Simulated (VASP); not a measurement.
Runs of VASP 6.6.1 on Ge. The structure is that of space group P6_3/mmc (No. 194), or close to it. The cells are those of the table. This isn't the form of Ge at room conditions, which is diamond.

```csv
task,cell,gap on the mesh (eV),pressure (GPa),largest force (eV/Å)
single point,"a = 3.878, b = 3.878, c = 6.599 Å, angles 90.0, 90.0, 120.0°, 4 atoms",0.15,8.1,0.38
single point,"a = 3.998, b = 3.998, c = 6.401 Å, angles 90.0, 90.0, 120.0°, 4 atoms",none,(b),0.35
electric field gradients,"a = 3.998, b = 3.998, c = 6.797 Å, angles 90.0, 90.0, 120.0°, 4 atoms",none,0.9,0.23
electric field gradients,"a = 3.998, b = 3.998, c = 6.533 Å, angles 90.0, 90.0, 120.0°, 4 atoms",none,3.6,0.10
electric field gradients,"a = 3.971, b = 3.971, c = 6.555 Å, angles 90.0, 90.0, 120.0°, 4 atoms",none,4.4,0.01
single point,"a = 3.998, b = 3.998, c = 6.467 Å, angles 90.0, 90.0, 120.0°, 4 atoms",none,4.4,0.22
electric field gradients,"a = 4.050, b = 4.050, c = 6.686 Å, angles 90.0, 90.0, 120.0°, 4 atoms",none,0.2,0.01
electric field gradients,"a = 3.916, b = 3.916, c = 6.465 Å, angles 90.0, 90.0, 120.0°, 4 atoms",none,8.0,0.03
single point,"a = 3.998, b = 3.998, c = 6.731 Å, angles 90.0, 90.0, 120.0°, 4 atoms",0.06,1.6,0.17
single point,"a = 3.998, b = 4.015, c = 6.600 Å, angles 90.2, 90.6, 120.4°, 4 atoms",-,3.0,0.15
single point,"a = 3.998, b = 3.998, c = 6.665 Å, angles 90.0, 90.0, 120.0°, 4 atoms",0.09,(a),0.10
electric field gradients,"a = 3.918, b = 3.918, c = 6.599 Å, angles 90.0, 90.0, 120.0°, 4 atoms",0.10,6.1,0.24
```

Alike in all rows: level PBE; potentials or basis VASP PAW PBE potentials, release 64 (Ge_d); no spin polarisation; k mesh 11 × 11 × 6; cutoff (eV) 520; smearing fermi-dirac 0.05 eV.

Problem. Fill in the values left out.

Solution. (a) 2.2; (b) 5.3.

Caveats: the cell stands under pressure (at least some runs); semilocal functionals underestimate gaps, so a narrow gap can read as zero (at least some runs); an odd mesh through Γ misses points on the zone boundary, where band edges can lie (at least some runs).

A k mesh can miss the band edges, and the runs leave out spin-orbit coupling on Ge.

A gap of «none» marks levels without a gap at the run's occupations.
